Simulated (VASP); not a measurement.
# KCl (F-43m) in VASP: settings compared

The runs below take KCl through single point, with PBE, LDA.

All numbers are computed with VASP 6.6.1; they aren't measurements. Logs are shortened: lines on timing, memory, paths and dates and some standing lists are left out, and cuts for length are marked.

### Step 1. The cell of the first run

The structure is cubic, space group F-43m (No. 216). Conventional cell: a = 7.015 Å, b = 7.015 Å, c = 7.015 Å, α = 90.00°, β = 90.00°, γ = 90.00°. Within 4.0 Å of K (site symmetry -43m) lie 4 Cl at 3.04 Å. Within 4.0 Å of Cl (site symmetry -43m) lie 4 K at 3.04 Å.

### Step 2. Single point, PBE

INCAR reads:

```
SYSTEM = KCl
  PREC = Accurate
  ENCUT = 520
  EDIFF = 1E-6
  ISMEAR = 0
  SIGMA = 0.01
  LREAL = .FALSE.
  LASPH = .TRUE.
  NELM = 80
  ALGO = Normal
  ISIF = 2
  LWAVE = .FALSE.
  LCHARG = .FALSE.
  GGA = PE
  NBANDS = 15
```

KPOINTS reads:

```
regular mesh
0
G
  4 4 4
  0 0 0
```

POSCAR reads:

```
KCl
1.0
    0.0000000000      3.5072828382      3.5072828382
    3.5072828382      0.0000000000      3.5072828382
    3.5072828382      3.5072828382      0.0000000000
K Cl
1 1
Direct
    0.0000000000      0.0000000000      0.0000000000
    0.2500000000      0.2500000000      0.2500000000
```

Potentials or basis: VASP PAW PBE potentials, release 64 (K_sv, Cl).

The run is started by

```console
cat potpaw_PBE.64/K_sv/POTCAR potpaw_PBE.64/Cl/POTCAR > POTCAR
mpirun -np 1 vasp_std > vasp.out
```

OUTCAR:

```text
SYSTEM = KCl
   PREC = Accurate
   ENCUT = 520
   EDIFF = 1E-6
   ISMEAR = 0
   LREAL = .FALSE.
   LASPH = .TRUE.
   NELM = 80
   ISIF = 2
   GGA = PE

 ion  position               nearest neighbor table
   1  0.000  0.000  0.000-   2 3.04   2 3.04   2 3.04   2 3.04
   2  0.250  0.250  0.250-   1 3.04   1 3.04   1 3.04   1 3.04

  LATTYP: Found a face centered cubic cell.
 ALAT       =     7.0145656764

  Lattice vectors:

 A1 = (   0.0000000000,   3.5072828382,   3.5072828382)
 A2 = (   3.5072828382,   0.0000000000,   3.5072828382)
 A3 = (   3.5072828382,   3.5072828382,   0.0000000000)

Analysis of symmetry for initial positions (statically):
=====================================================================
 Subroutine PRICEL returns:
 Original cell was already a primitive cell.

 Routine SETGRP: Setting up the symmetry group for a
 face centered cubic supercell.

 Subroutine GETGRP returns: Found 24 space group operations
 (whereof 24 operations were pure point group operations)
 out of a pool of 48 trial point group operations.

The static configuration has the point symmetry T_d .

Analysis of symmetry for dynamics (positions and initial velocities):
=====================================================================
 Subroutine PRICEL returns:
 Original cell was already a primitive cell.

 Routine SETGRP: Setting up the symmetry group for a
 face centered cubic supercell.

 Subroutine GETGRP returns: Found 24 space group operations
 (whereof 24 operations were pure point group operations)
 out of a pool of 48 trial point group operations.

The dynamic configuration has the point symmetry T_d .

 Subroutine INISYM returns: Found 24 space group operations
 (whereof 24 operations are pure point group operations),
 and found     1 'primitive' translations

----------------------------------------------------------------------------------------

                                     Primitive cell

  volume of cell :      86.2864

  direct lattice vectors                    reciprocal lattice vectors
     0.000000000  3.507282838  3.507282838    -0.142560501  0.142560501  0.142560501
     3.507282838  0.000000000  3.507282838     0.142560501 -0.142560501  0.142560501
     3.507282838  3.507282838  0.000000000     0.142560501  0.142560501 -0.142560501

  length of vectors
     4.960046957  4.960046957  4.960046957     0.246922032  0.246922032  0.246922032

  position of ions in fractional coordinates (direct lattice)
     0.000000000  0.000000000  0.000000000
     0.250000000  0.250000000  0.250000000

  ion indices of the primitive-cell ions
   primitive index   ion index
                 1           1
                 2           2

----------------------------------------------------------------------------------------

 KPOINTS: regular mesh

Automatic generation of k-mesh.
 Grid dimensions read from file:
 generate k-points for:    4    4    4

 Generating k-lattice:

  Cartesian coordinates                     Fractional coordinates (reciprocal lattice)
    -0.035640125  0.035640125  0.035640125     0.250000000  0.000000000  0.000000000
     0.035640125 -0.035640125  0.035640125     0.000000000  0.250000000  0.000000000
     0.035640125  0.035640125 -0.035640125     0.000000000  0.000000000  0.250000000

  Length of vectors
     0.061730508  0.061730508  0.061730508

  Shift w.r.t. Gamma in fractional coordinates (k-lattice)
     0.000000000  0.000000000  0.000000000

 Subroutine IBZKPT returns following result:
 ===========================================

 Found      8 irreducible k-points:

 Following reciprocal coordinates:
            Coordinates               Weight
  0.000000  0.000000  0.000000      1.000000
  0.250000  0.000000  0.000000      8.000000
  0.500000  0.000000  0.000000      4.000000
  0.250000  0.250000  0.000000      6.000000
  0.500000  0.250000  0.000000     24.000000
 -0.250000  0.250000  0.000000     12.000000
  0.500000  0.500000  0.000000      3.000000
 -0.250000  0.500000  0.250000      6.000000
   k-points           NKPTS =      8   k-points in BZ     NKDIM =      8   number of bands    NBANDS=     15
   number of dos      NEDOS =    301   number of ions     NIONS =      2
   total plane-waves  NPLWV =  64000
   dimension x,y,z NGX =    40 NGY =   40 NGZ =   40
   dimension x,y,z NGXF=    80 NGYF=   80 NGZF=   80
   ions per type =               1   1
   NGX,Y,Z   is equivalent  to a cutoff of  13.41, 13.41, 13.41 a.u.
   NGXF,Y,Z  is equivalent  to a cutoff of  26.81, 26.81, 26.81 a.u.
 SYSTEM =  KCl
   PREC   = accura    normal or accurate (medium, high low for compatibility)
   ISTART =      0    job   : 0-new  1-cont  2-samecut
   ICHARG =      2    charge: 1-file 2-atom 10-const
   ISPIN  =      1    spin polarized calculation?
   LNONCOLLINEAR =      F non collinear calculations
   LSORBIT =      F    spin-orbit coupling
   LASPH  =      T    aspherical Exc in radial PAW
   ENCUT  =  520.0 eV  38.22 Ry    6.18 a.u.   9.22  9.22  9.22*2*pi/ulx,y,z
   NELM   =     80;   NELMIN=  2; NELMDL= -5     # of ELM steps
   EDIFF  = 0.1E-05   stopping-criterion for ELM
   LREAL  =      F    real-space projection
   EDIFFG = 0.1E-04   stopping-criterion for IOM
   NSW    =      0    number of steps for IOM
   IBRION =     -1    ionic relax: 0-MD 1-quasi-New 2-CG
   NFREE  =      0    steps in history (QN), initial steepest desc. (CG)
   ISIF   =      2    stress and relaxation
   ISYM   =      2    0-nonsym 1-usesym 2-fastsym
   POTIM  = 0.5000    time-step for ionic-motion
   TEBEG  =    0.0;   TEEND  =   0.0 temperature during run
   PSTRESS=    0.0 pullay stress
   NELECT =      16.0000    total number of electrons
   NUPDOWN=      -1.0000    fix difference up-down
   EMIN   =  10.00;   EMAX   =-10.00  energy-range for DOS
   EFERMI =   0.00;   METHOD = LEGACY
   ISMEAR =     0;   SIGMA  =   0.01  broadening in eV -4-tet -1-fermi 0-gaus
   EFERMI_NEDOS =   21; number of points for ismear=-14 and -15
   IALGO  =     38    algorithm
   IMIX   =      4    mixing-type and parameters
     AMIX     =   0.40;   BMIX     =  1.00
     AMIX_MAG =   1.60;   BMIX_MAG =  1.00
  volume/ion in A,a.u.               =      43.14       291.14
  Fermi-wavevector in a.u.,A,eV,Ry     =   0.933542  1.764139 11.857496  0.871501
  Thomas-Fermi vector in A             =   2.060255
   LORBIT       =      0    0 simple, 1 ext, 2 COOP (PROOUT), +10 PAW based schemes
   GGA     = PE    functional components
   LHFCALC =     F    Hartree Fock is set to
   AEXX    =    0.0000 exact exchange contribution
   IVDW    =     0    specifies the selected vdW correction
   LEPSILON=     F    determine dielectric tensor
   LRPA    =     F    only Hartree local field effects (RPA)
 non-spin polarized calculation
 Gauss-broadening in eV      SIGMA  =   0.01
  energy-cutoff  :      520.00
  volume of cell :       86.29
 maximum number of plane-waves:      2346
 NGX is ok and might be reduce to    40
   NGX = 19   NGY = 19   NGZ = 19

 number of electron      16.0000000 magnetization

 Free energy of the ion-electron system (eV)
  ---------------------------------------------------
  ext. energy  EPLUGINS =         0.00000000
  ---------------------------------------------------
  free energy    TOTEN  =        -6.61858063 eV

  energy without entropy =       -6.61858063  energy(sigma->0) =       -6.61858063

 E-fermi :  -3.1369     XC(G=0):  -6.1182

 val. band max:       -3.2097253754   @ k =   0.5000   0.5000   0.0000
 cond. band min:       1.5647239829   @ k =   0.0000   0.0000   0.0000
 fundamental gap:      4.7744493583
 Fermi energy:        -3.1368640233

 k-point     1 :       0.0000    0.0000    0.0000
  band No.  band energies     occupation
      1     -30.4540      2.00000
      2     -14.9549      2.00000
      3     -13.9501      2.00000
      4     -13.9501      2.00000
      5     -13.9501      2.00000
      6      -3.2480      2.00000
      7      -3.2480      2.00000
      8      -3.2480      2.00000
      9       1.5647      0.00000
     10       6.1580      0.00000
     11       6.1580      0.00000
     12       7.1534      0.00000
     13       7.1534      0.00000
     14       7.1534      0.00000
     15       8.2251      0.00000

 k-point     2 :       0.2500    0.0000    0.0000
  band No.  band energies     occupation
      1     -30.4525      2.00000
      2     -15.0558      2.00000
      3     -13.9553      2.00000
      4     -13.9553      2.00000
      5     -13.8395      2.00000
      6      -3.4236      2.00000
      7      -3.2330      2.00000
      8      -3.2330      2.00000
      9       2.4549      0.00000
     10       5.7750      0.00000
     11       5.7750      0.00000
     12       6.1944      0.00000
     13       7.1924      0.00000
     14       7.5580      0.00000
     15       7.5580      0.00000

 k-point     3 :       0.5000    0.0000    0.0000
  band No.  band energies     occupation
      1     -30.4511      2.00000
      2     -15.1397      2.00000
      3     -13.9605      2.00000
      4     -13.9605      2.00000
      5     -13.7467      2.00000
      6      -3.5510      2.00000
      7      -3.2190      2.00000
      8      -3.2190      2.00000
      9       4.0685      0.00000
     10       4.2016      0.00000
     11       5.7424      0.00000
     12       5.7424      0.00000
     13       7.1972      0.00000
     14       7.1972      0.00000
     15       7.8277      0.00000
[... 55 lines left out ...]
 k-point     7 :       0.5000    0.5000    0.0000
  band No.  band energies     occupation
      1     -30.4501      2.00000
      2     -15.1867      2.00000
      3     -13.9755      2.00000
      4     -13.9755      2.00000
      5     -13.6696      2.00000
      6      -3.6137      2.00000
      7      -3.2097      2.00000
      8      -3.2097      2.00000
      9       3.4736      0.00000
     10       4.4802      0.00000
     11       6.6582      0.00000
     12       7.0764      0.00000
     13       7.0764      0.00000
     14       7.2591      0.00000
     15       7.5011      0.00000

 k-point     8 :      -0.2500    0.5000    0.2500
  band No.  band energies     occupation
      1     -30.4501      2.00000
      2     -15.1845      2.00000
      3     -13.9866      2.00000
      4     -13.9759      2.00000
      5     -13.6609      2.00000
      6      -3.4445      2.00000
      7      -3.3839      2.00000
      8      -3.2145      2.00000
      9       3.6717      0.00000
     10       4.4709      0.00000
     11       6.5495      0.00000
     12       6.6034      0.00000
     13       6.8273      0.00000
     14       7.2379      0.00000
     15       7.9293      0.00000

------------------------ aborting loop because EDIFF is reached ----------------------------------------

  FORCE on cell =-STRESS in cart. coord.  units (eV):
  Direction    XX          YY          ZZ          XY          YZ          ZX
  --------------------------------------------------------------------------------------
  -------------------------------------------------------------------------------------
  Total        0.1567684      0.1567684      0.1567684      0.0000000      0.0000000      0.0000000
  in kB        2.9108967      2.9108967      2.9108967      0.0000000      0.0000000      0.0000000
  external PRESSURE =       2.9108967 kB  Pullay stress =       0.0000000 kB

 VOLUME and BASIS-vectors are now :
 -----------------------------------------------------------------------------
  energy-cutoff  :      520.00
  volume of cell :       86.29
      direct lattice vectors                 reciprocal lattice vectors
     0.000000000  3.507282838  3.507282838    -0.142560501  0.142560501  0.142560501
     3.507282838  0.000000000  3.507282838     0.142560501 -0.142560501  0.142560501
     3.507282838  3.507282838  0.000000000     0.142560501  0.142560501 -0.142560501

 POSITION                                       TOTAL-FORCE (eV/Angst)
 -----------------------------------------------------------------------------------
      0.00000      0.00000      0.00000        -0.000000     -0.000000     -0.000000
      1.75364      1.75364      1.75364         0.000000      0.000000      0.000000
 -----------------------------------------------------------------------------------
    total drift:                               -0.000000     -0.000000     -0.000000

  FREE ENERGIE OF THE ION-ELECTRON SYSTEM (eV)
  ---------------------------------------------------
  free  energy   TOTEN  =        -6.6185806268 eV

  energy  without entropy=       -6.6185806268  energy(sigma->0) =       -6.61858063
```

It took 6.4 s on 1 thread of Intel Xeon 6975P-C (Granite Rapids), shared host; peak memory 0.23 GiB.

What came out:

| Item | Value |
| --- | --- |
| Free energy | -6.6186 eV |
| Pressure | 0.3 GPa |
| Band gap on the k mesh | 4.77 eV (least direct gap 4.81 eV) |

Caveat: the structure was generated, so it needn't be the stable form of KCl. A k mesh can miss the band edges.

### Step 3. Single point, PBE

INCAR reads:

```
PREC = Accurate
ENCUT = 520
EDIFF = 1E-7
ISMEAR = 0
SIGMA = 0.01
LREAL = False
LASPH = True
NELM = 100
ALGO = Normal
ISIF = 2
LWAVE = False
LCHARG = False
GGA = PE
NBANDS = 15
```

KPOINTS reads:

```
regular mesh
0
Gamma
  4 4 4
```

POSCAR is that of step 2.

Potentials or basis: VASP PAW PBE potentials, release 64 (K_sv, Cl).

The run is started by

```console
cat potpaw_PBE.64/K_sv/POTCAR potpaw_PBE.64/Cl/POTCAR > POTCAR
mpirun -np 1 vasp_std > vasp.out
```

It took 6.7 s on 1 thread of Intel Xeon 6975P-C (Granite Rapids), shared host; peak memory 0.23 GiB.

Results (log left out):

| Item | Value |
| --- | --- |
| Free energy | -6.6186 eV |
| Pressure | 0.3 GPa |
| Band gap on the k mesh | 4.77 eV (least direct gap 4.81 eV) |

Levels at points of the mesh, in eV from the valence-band top:
| k point | band 4 | band 5 | band 6 | band 7 | band 8 | band 9 | band 10 | band 11 | band 12 | band 13 |
| --- | --- | --- | --- | --- | --- | --- | --- | --- | --- | --- |
| (0.00, 0.00, 0.00) | -10.74 | -10.74 | -0.04 | -0.04 | -0.04 | 4.77 | 9.37 | 9.37 | 10.36 | 10.36 |
| (0.50, 0.00, 0.00) | -10.75 | -10.54 | -0.34 | -0.01 | -0.01 | 7.28 | 7.41 | 8.95 | 8.95 | 10.41 |
| (0.50, 0.50, 0.00) | -10.77 | -10.46 | -0.40 | 0.00 | 0.00 | 6.68 | 7.69 | 9.87 | 10.29 | 10.29 |

Caveat: the structure was generated, so it needn't be the stable form of KCl. A k mesh can miss the band edges.

### Step 4. Single point, LDA

This run uses another cell than the first one, of 39.06 Å³/atom.

INCAR reads:

```
SYSTEM = KCl
PREC = Accurate
ENCUT = 520
EDIFF = 1E-7
ISMEAR = -1
SIGMA = 0.02
LREAL = .FALSE.
LASPH = .TRUE.
NELM = 60
ALGO = Normal
ISIF = 2
LWAVE = .FALSE.
LCHARG = .FALSE.
GGA = CA
NBANDS = 15
```

KPOINTS reads:

```
regular mesh
0
G
  6 6 6
  0 0 0
```

POSCAR reads:

```
KCl
1.0
    0.0000000000      3.3928170657      3.3928170657
    3.3928170657      0.0000000000      3.3928170657
    3.3928170657      3.3928170657      0.0000000000
K Cl
1 1
Direct
    0.0000000000      0.0000000000      0.0000000000
    0.2500000000      0.2500000000      0.2500000000
```

Potentials or basis: VASP PAW LDA potentials, release 64 (K_sv, Cl).

The run is started by

```console
cat potpaw_LDA.64/K_sv/POTCAR potpaw_LDA.64/Cl/POTCAR > POTCAR
mpirun -np 1 vasp_std > vasp.out
```

Wall time 6.6 s (1 thread of Intel Xeon 6975P-C (Granite Rapids), shared host); peak memory 0.17 GiB.

The run converged. Its results:

```yaml
Free_energy: -7.0793 eV
Pressure: 0.0 GPa
Band_gap_on_the_k_mesh: 4.63 eV (least direct gap 4.71 eV)
```

Levels at points of the mesh, in eV from the valence-band top:
| k point | band 5 | band 6 | band 7 | band 8 | band 9 | band 10 | band 11 | band 12 |
| --- | --- | --- | --- | --- | --- | --- | --- | --- |
| (0.00, 0.00, 0.00) | -10.38 | -0.09 | -0.09 | -0.09 | 4.63 | 9.32 | 9.32 | 10.48 |
| (0.50, 0.00, 0.00) | -10.13 | -0.43 | -0.03 | -0.03 | 7.21 | 7.46 | 8.89 | 8.89 |
| (0.50, 0.50, 0.00) | -10.02 | -0.54 | 0.00 | 0.00 | 6.48 | 7.55 | 10.27 | 10.37 |

Caveat: the structure was generated, so it needn't be the stable form of KCl. A k mesh can miss the band edges.

(Part 1 of 2 ends here.)
